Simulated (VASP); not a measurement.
## TiO2: electric field gradients with PBE

TiO2:

```
Ti O
1.0
     9.45900    0.00000    0.00000
     0.00000    2.95850    0.00000
     0.00000    0.00000    4.90220
Ti O
4 8
Cartesian
  6.0244 0.7396 2.7679
  3.4346 2.2189 2.1343
  8.1641 2.2189 0.3168
  1.2949 0.7396 4.5854
  4.4684 0.7396 1.4295
  4.9906 2.2189 3.4727
  0.2611 2.2189 3.8806
  9.1979 0.7396 1.0216
  7.2484 0.7396 4.2330
  2.2106 2.2189 0.6692
  6.9401 2.2189 1.7819
  2.5189 0.7396 3.1203
```

- Program: VASP 6.6.1
- Task: electric field gradients
- Functional: PBE
- Potentials or basis: VASP PAW PBE potentials, release 64 (Ti_sv, O)
- Cutoff: 520 eV
- k mesh: 3 × 9 × 6
- Occupations: fermi-dirac, width 0.05 eV
- Spin: no spin polarisation
- Dipole correction: no
- Further INCAR settings: ALGO = Normal; EDIFF = 1e-08; NBANDS = 60

```yaml
Pressure: 2.2 GPa
Largest_force: 0.267 eV/Å
Band_gap_on_the_k_mesh: 2.46 eV (least direct gap 2.50 eV)
Largest_electric_field_gradient_by_atom: Ti -17.4; O +7.6, -18.1 (each value once) V/Å²
```

Forces in eV/Å, atoms in the order of the input:
```
Ti  -0.193  0.000  0.174
Ti   0.193  0.000 -0.174
Ti   0.193  0.000  0.174
Ti  -0.193  0.000 -0.174
O   -0.145  0.000  0.224
O    0.145  0.000 -0.224
O    0.145  0.000  0.224
O   -0.145  0.000 -0.224
O    0.044  0.000 -0.004
O   -0.044  0.000  0.004
O   -0.044  0.000 -0.004
O    0.044  0.000  0.004
```

Stress tensor (GPa, compression positive):
```
1.99 0.00 0.00
0.00 2.95 0.00
0.00 0.00 1.67
```

Levels at points of the mesh, in eV from the valence-band top:
```csv
k point,band 44,band 45,band 46,band 47,band 48,band 49,band 50,band 51,band 52,band 53
"(0.00, 0.00, 0.00)",-0.73,-0.53,-0.27,-0.17,0.00,2.50,2.68,2.71,2.95,3.01
"(0.00, 0.00, 0.50)",-1.05,-0.76,-0.76,-0.66,-0.66,2.68,2.68,2.85,2.85,2.99
```

Electric field gradients, principal values (V/Å²):
| atom | least | middle | greatest (by size) |
| --- | --- | --- | --- |
| 1 Ti | 2.946 | 14.486 | -17.432 |
| 2 Ti | 2.946 | 14.486 | -17.432 |
| 3 Ti | 2.946 | 14.486 | -17.432 |
| 4 Ti | 2.946 | 14.486 | -17.432 |
| 5 O | -2.249 | -5.391 | 7.640 |
| 6 O | -2.249 | -5.391 | 7.640 |
| 7 O | -2.249 | -5.391 | 7.640 |
| 8 O | -2.249 | -5.391 | 7.640 |
| 9 O | 7.118 | 11.011 | -18.129 |
| 10 O | 7.118 | 11.011 | -18.129 |
| 11 O | 7.118 | 11.011 | -18.129 |
| 12 O | 7.118 | 11.011 | -18.129 |

It took 4.5 min on 1 thread of Oxide Virtual Turin-like Processor (shared host), peak memory 0.34 GiB.

Caveat: without QUAD_EFG the Cq values of the log hold for a quadrupole moment of 1 mb, not for the nuclei. A k mesh can miss the band edges.
